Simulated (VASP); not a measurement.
# Li (Im-3m) in VASP: a series of runs, part 2 of 2

VASP 6.6.1.

## Step 3: Single point, PBEsol (19.43 Å³/atom)

This run uses another cell than the first one, of 19.43 Å³/atom.

INCAR reads:

```
SYSTEM = Li
  PREC = Accurate
  ENCUT = 520
  EDIFF = 1E-6
  ISMEAR = 0
  SIGMA = 0.05
  LREAL = .False.
  LASPH = .True.
  NELM = 80
  ALGO = Normal
  ISIF = 2
  LWAVE = .False.
  LCHARG = .True.
  GGA = PS
  LELF = .True.
  LVHAR = .True.
  NBANDS = 8
```

KPOINTS reads:

```
Automatic mesh
0
Gamma
  18 18 18
  0 0 0
```

POSCAR reads:

```
Li
1.0
   -1.6934497910      1.6934497910      1.6934497910
    1.6934497910     -1.6934497910      1.6934497910
    1.6934497910      1.6934497910     -1.6934497910
Li
1
Direct
    0.0000000000      0.0000000000      0.0000000000
```

Potentials or basis: VASP PAW PBE potentials, release 64 (Li_sv).

Started as:

```
> cat potpaw_PBE.64/Li_sv/POTCAR > POTCAR
> mpirun -np 1 vasp_std > vasp.out
```

OUTCAR:

```text
SYSTEM = Li
   PREC = Accurate
   ENCUT = 520
   EDIFF = 1E-6
   ISMEAR = 0
   LREAL = .False.
   LASPH = .True.
   NELM = 80
   ISIF = 2
   GGA = PS

 ion  position               nearest neighbor table
   1  0.000  0.000  0.000-

  LATTYP: Found a body centered cubic cell.
 ALAT       =     3.3868995820

  Lattice vectors:

 A1 = (  -1.6934497910,   1.6934497910,   1.6934497910)
 A2 = (   1.6934497910,  -1.6934497910,   1.6934497910)
 A3 = (   1.6934497910,   1.6934497910,  -1.6934497910)

Analysis of symmetry for initial positions (statically):
=====================================================================
 Subroutine PRICEL returns:
 Original cell was already a primitive cell.

 Routine SETGRP: Setting up the symmetry group for a
 body centered cubic supercell.

 Subroutine GETGRP returns: Found 48 space group operations
 (whereof 48 operations were pure point group operations)
 out of a pool of 48 trial point group operations.

The static configuration has the point symmetry O_h .

Analysis of symmetry for dynamics (positions and initial velocities):
=====================================================================
 Subroutine PRICEL returns:
 Original cell was already a primitive cell.

 Routine SETGRP: Setting up the symmetry group for a
 body centered cubic supercell.

 Subroutine GETGRP returns: Found 48 space group operations
 (whereof 48 operations were pure point group operations)
 out of a pool of 48 trial point group operations.

The dynamic configuration has the point symmetry O_h .

 Subroutine INISYM returns: Found 48 space group operations
 (whereof 48 operations are pure point group operations),
 and found     1 'primitive' translations

----------------------------------------------------------------------------------------

[... 109 lines left out ...]
     AMIX     =   0.40;   BMIX     =  1.00
     AMIX_MAG =   1.60;   BMIX_MAG =  1.00
  volume/ion in A,a.u.               =      19.43       131.09
  Fermi-wavevector in a.u.,A,eV,Ry     =   0.878327  1.659797 10.496329  0.771458
  Thomas-Fermi vector in A             =   1.998398
   LORBIT       =      0    0 simple, 1 ext, 2 COOP (PROOUT), +10 PAW based schemes
   GGA     = PS    functional components
   LHFCALC =     F    Hartree Fock is set to
   AEXX    =    0.0000 exact exchange contribution
   IVDW    =     0    specifies the selected vdW correction
   LEPSILON=     F    determine dielectric tensor
   LRPA    =     F    only Hartree local field effects (RPA)
 non-spin polarized calculation
 Gauss-broadening in eV      SIGMA  =   0.05
  energy-cutoff  :      520.00
  volume of cell :       19.43
 maximum number of plane-waves:       539
 NGX is ok and might be reduce to    24
   NGX = 11   NGY = 11   NGZ = 11

 number of electron       3.0000007 magnetization

 Free energy of the ion-electron system (eV)
  ---------------------------------------------------
  ext. energy  EPLUGINS =         0.00000000
  ---------------------------------------------------
  free energy    TOTEN  =        -1.96460780 eV

  energy without entropy =       -1.96391836  energy(sigma->0) =       -1.96426308

 E-fermi :   0.7538     XC(G=0):  -7.1223

 val. band max:        0.7287132854   @ k =   0.2778   0.2222  -0.0000
 cond. band min:       0.7789096712   @ k =   0.3333   0.1667   0.0000
 fundamental gap:      0.0501963858
 Fermi energy:         0.7538327140

 k-point     1 :       0.0000    0.0000    0.0000
  band No.  band energies     occupation
      1     -45.0936      2.00000
      2      -2.8622      2.00000
      3      15.8217      0.00000
      4      15.8217      0.00000
      5      15.8217      0.00000
      6      20.6431      0.00000
      7      20.6431      0.00000
      8      20.6431      0.00000
[... 243 lines left out ...]
 k-point    24 :       0.3889    0.1111    0.0000
  band No.  band energies     occupation
      1     -45.0693      2.00000
      2       0.8627      0.00207
      3       4.6792      0.00000
      4      10.2407      0.00000
      5      12.0356      0.00000
      6      17.0062      0.00000
      7      18.8866      0.00000
      8      23.4228      0.00000

 [... further k-points ...]

------------------------ aborting loop because EDIFF is reached ----------------------------------------

  FORCE on cell =-STRESS in cart. coord.  units (eV):
  Direction    XX          YY          ZZ          XY          YZ          ZX
  --------------------------------------------------------------------------------------
  -------------------------------------------------------------------------------------
  Total        0.0598131      0.0598131      0.0598131     -0.0000000      0.0000000     -0.0000000
  in kB        4.9332153      4.9332153      4.9332153     -0.0000000      0.0000000     -0.0000000
  external PRESSURE =       4.9332153 kB  Pullay stress =       0.0000000 kB

 VOLUME and BASIS-vectors are now :
 -----------------------------------------------------------------------------
  energy-cutoff  :      520.00
  volume of cell :       19.43
      direct lattice vectors                 reciprocal lattice vectors
    -1.693449791  1.693449791  1.693449791     0.000000000  0.295255285  0.295255285
     1.693449791 -1.693449791  1.693449791     0.295255285  0.000000000  0.295255285
     1.693449791  1.693449791 -1.693449791     0.295255285  0.295255285  0.000000000

 POSITION                                       TOTAL-FORCE (eV/Angst)
 -----------------------------------------------------------------------------------
      0.00000      0.00000      0.00000        -0.000000     -0.000000      0.000000
 -----------------------------------------------------------------------------------
    total drift:                               -0.000000      0.000000     -0.000000

  FREE ENERGIE OF THE ION-ELECTRON SYSTEM (eV)
  ---------------------------------------------------
  free  energy   TOTEN  =        -1.9646078012 eV

  energy  without entropy=       -1.9639183610  energy(sigma->0) =       -1.96426308
```

Run time: 20 s. Hardware: 1 thread of Intel Xeon 8259CL, shared host; peak memory 0.14 GiB.

What came out:

```
Free energy            : -1.9646 eV
Band gap on the k mesh : zero (an odd number of electrons rules out a gap without spin polarisation)
```

Caveat: the cutoff is under 1.25 times the usual one of these potentials, so pressure, stress and relaxed cells hold a basis-set (Pulay) error; the PAW data sets were made with another functional, which shifts forces and pressure a little.

## Step 4: Single point, PBEsol (20.24 Å³/atom)

This run uses another cell than the first one, of 20.24 Å³/atom.

INCAR reads:

```
SYSTEM = Li
PREC     = Accurate       ! precision mode
ENCUT    = 520            ! plane-wave cutoff, eV
EDIFF    = 1E-6           ! SCF threshold, eV
ISMEAR   = 0              ! smearing method
SIGMA    = 0.05           ! smearing width, eV
LREAL    = .FALSE.        ! projectors in reciprocal space
LASPH    = .TRUE.         ! aspherical terms in the spheres
NELM     = 100            ! most SCF steps
ALGO     = Normal         ! electronic algorithm
ISIF     = 2              ! what is computed and relaxed
LWAVE    = .FALSE.        ! write WAVECAR
LCHARG   = .TRUE.         ! write CHGCAR
GGA      = PS             ! functional
LELF     = .TRUE.         ! ELF
LVHAR    = .TRUE.       
NBANDS   = 8              ! bands
```

KPOINTS reads:

```
Automatic mesh
0
G
  18 18 18
  0 0 0
```

POSCAR reads:

```
Li
1.0
   -1.7166506164      1.7166506164      1.7166506164
    1.7166506164     -1.7166506164      1.7166506164
    1.7166506164      1.7166506164     -1.7166506164
Li
1
Direct
    0.0000000000      0.0000000000      0.0000000000
```

Started as:

```
> cat potpaw_PBE.64/Li_sv/POTCAR > POTCAR
> mpirun -np 1 vasp_std > vasp.out
```

It took 23 s on 1 thread of Intel Xeon 8259CL, shared host; peak memory 0.14 GiB.

It converged, with:

- Free energy: -1.9664 eV
- Band gap on the k mesh: zero (an odd number of electrons rules out a gap without spin polarisation)

Levels at points of the mesh, in eV from the Fermi level:
| k point | band 1 | band 2 | band 3 | band 4 |
| --- | --- | --- | --- | --- |
| (0.00, 0.00, 0.00) | -45.92 | -3.56 | 14.64 | 14.64 |
| (0.50, 0.00, 0.00) | -45.90 | 0.24 | 3.27 | 10.38 |
| (0.50, 0.50, 0.50) | -45.88 | 5.52 | 5.52 | 5.52 |

Caveat: the cutoff is under 1.25 times the usual one of these potentials, so pressure, stress and relaxed cells hold a basis-set (Pulay) error; the PAW data sets were made with another functional, which shifts forces and pressure a little.

## Step 5: Single point, PBEsol (21.04 Å³/atom)

This run uses another cell than the first one, of 21.04 Å³/atom.

INCAR reads:

```
  PREC = Accurate
  ENCUT = 520
  EDIFF = 1E-6
  ISMEAR = 0
  SIGMA = 0.05
  LREAL = False
  LASPH = True
  NELM = 60
  ALGO = Normal
  ISIF = 2
  LWAVE = False
  LCHARG = False
  GGA = PS
  NBANDS = 8
```

KPOINTS reads:

```
Automatic mesh
0
Gamma
  18 18 18
```

POSCAR reads:

```
Li
1.0
   -1.7392407151      1.7392407151      1.7392407151
    1.7392407151     -1.7392407151      1.7392407151
    1.7392407151      1.7392407151     -1.7392407151
Li
1
Direct
    0.0000000000      0.0000000000      0.0000000000
```

Potentials or basis: VASP PAW PBE potentials, release 64 (Li_sv).

Started as:

```
> cat potpaw_PBE.64/Li_sv/POTCAR > POTCAR
> mpirun -np 1 vasp_std > vasp.out
```

OUTCAR:

```text
PREC = Accurate
   ENCUT = 520
   EDIFF = 1E-6
   ISMEAR = 0
   LREAL = False
   LASPH = True
   NELM = 60
   ISIF = 2
   GGA = PS

 ion  position               nearest neighbor table
   1  0.000  0.000  0.000-

  LATTYP: Found a body centered cubic cell.
 ALAT       =     3.4784814302

  Lattice vectors:

 A1 = (  -1.7392407151,   1.7392407151,   1.7392407151)
 A2 = (   1.7392407151,  -1.7392407151,   1.7392407151)
 A3 = (   1.7392407151,   1.7392407151,  -1.7392407151)

Analysis of symmetry for initial positions (statically):
=====================================================================
 Subroutine PRICEL returns:
 Original cell was already a primitive cell.

 Routine SETGRP: Setting up the symmetry group for a
 body centered cubic supercell.

 Subroutine GETGRP returns: Found 48 space group operations
 (whereof 48 operations were pure point group operations)
 out of a pool of 48 trial point group operations.

The static configuration has the point symmetry O_h .

[... 159 lines left out ...]

 val. band max:        0.5090626402   @ k =  -0.4444   0.4444   0.0556
 cond. band min:       0.5558174856   @ k =   0.3333   0.1667  -0.0000
 fundamental gap:      0.0467548454
 Fermi energy:         0.5318238569

 k-point     1 :       0.0000    0.0000    0.0000
  band No.  band energies     occupation
      1     -45.4527      2.00000
      2      -2.9805      2.00000
      3      14.7737      0.00000
      4      14.7737      0.00000
      5      14.7737      0.00000
      6      19.4183      0.00000
      7      19.4183      0.00000
      8      19.4183      0.00000
[... 243 lines left out ...]
 k-point    24 :       0.3889    0.1111    0.0000
  band No.  band energies     occupation
      1     -45.4351      2.00000
      2       0.6470      0.00113
      3       4.1984      0.00000
      4       9.4971      0.00000
      5      11.2219      0.00000
      6      15.9399      0.00000
      7      17.6774      0.00000
      8      21.9998      0.00000

 [... further k-points ...]

------------------------ aborting loop because EDIFF is reached ----------------------------------------

  FORCE on cell =-STRESS in cart. coord.  units (eV):
  Direction    XX          YY          ZZ          XY          YZ          ZX
  --------------------------------------------------------------------------------------
  -------------------------------------------------------------------------------------
  Total       -0.0774737     -0.0774737     -0.0774737      0.0000000      0.0000000      0.0000000
  in kB       -5.8982841     -5.8982841     -5.8982841      0.0000000      0.0000000      0.0000000
  external PRESSURE =      -5.8982841 kB  Pullay stress =       0.0000000 kB

 VOLUME and BASIS-vectors are now :
 -----------------------------------------------------------------------------
  energy-cutoff  :      520.00
  volume of cell :       21.04
      direct lattice vectors                 reciprocal lattice vectors
    -1.739240715  1.739240715  1.739240715     0.000000000  0.287481770  0.287481770
     1.739240715 -1.739240715  1.739240715     0.287481770  0.000000000  0.287481770
     1.739240715  1.739240715 -1.739240715     0.287481770  0.287481770  0.000000000

 POSITION                                       TOTAL-FORCE (eV/Angst)
 -----------------------------------------------------------------------------------
      0.00000      0.00000      0.00000         0.000000      0.000000     -0.000000
 -----------------------------------------------------------------------------------
    total drift:                               -0.000000      0.000000      0.000000

  FREE ENERGIE OF THE ION-ELECTRON SYSTEM (eV)
  ---------------------------------------------------
  free  energy   TOTEN  =        -1.9652769468 eV

  energy  without entropy=       -1.9645924724  energy(sigma->0) =       -1.96493471
```

OSZICAR:

```text
N       E                     dE             d eps       ncg     rms          rms(c)
DAV:   1    -0.186345386314E+00   -0.18635E+00   -0.73103E+02  3136   0.264E+02
DAV:   2    -0.194824093552E+01   -0.17619E+01   -0.16817E+01  4648   0.342E+01
DAV:   3    -0.196751433868E+01   -0.19273E-01   -0.19267E-01  3456   0.302E+00
DAV:   4    -0.196778476494E+01   -0.27043E-03   -0.27042E-03  4736   0.295E-01
DAV:   5    -0.196778610287E+01   -0.13379E-05   -0.13379E-05  3616   0.147E-02    0.365E-01
DAV:   6    -0.196602856554E+01    0.17575E-02   -0.60728E-04  4592   0.107E-01    0.204E-01
DAV:   7    -0.196526769389E+01    0.76087E-03   -0.13951E-03  4272   0.174E-01    0.280E-02
DAV:   8    -0.196527883406E+01   -0.11140E-04   -0.13393E-04  3640   0.604E-02    0.236E-03
DAV:   9    -0.196527749576E+01    0.13383E-05   -0.15777E-06  4016   0.887E-03    0.646E-04
DAV:  10    -0.196527694684E+01    0.54892E-06   -0.77011E-08  2080   0.160E-03
   1 F= -.19652769E+01 E0= -.19649347E+01  d E =-.684474E-03
```

Run time: 22 s. Hardware: 1 thread of Intel Xeon 8259CL, shared host; peak memory 0.14 GiB.

What came out:

| Property | Result |
| --- | --- |
| Free energy | -1.9653 eV |
| Band gap on the k mesh | zero (an odd number of electrons rules out a gap without spin polarisation) |

Caveat: the cutoff is under 1.25 times the usual one of these potentials, so pressure, stress and relaxed cells hold a basis-set (Pulay) error; the PAW data sets were made with another functional, which shifts forces and pressure a little.

## Step 6: Overview

| cell | gap on the mesh (eV) |
| --- | --- |
| a = 2.892 Å, angles 109.5°, 1 atom | none |
| a = 2.933 Å, angles 109.5°, 1 atom | none |
| a = 2.973 Å, angles 109.5°, 1 atom | none |
| a = 3.012 Å, angles 109.5°, 1 atom | none |

Alike in all rows: task single point; level PBEsol; potentials or basis VASP PAW PBE potentials, release 64 (Li_sv); no spin polarisation; k mesh 18 × 18 × 18; cutoff (eV) 520; smearing gaussian 0.05 eV.

Caveats: the cutoff is under 1.25 times the usual one of these potentials, so pressure, stress and relaxed cells hold a basis-set (Pulay) error; the PAW data sets were made with another functional, which shifts forces and pressure a little.

Total energies depend on the potentials used, so only differences within one code and one set of settings carry meaning.
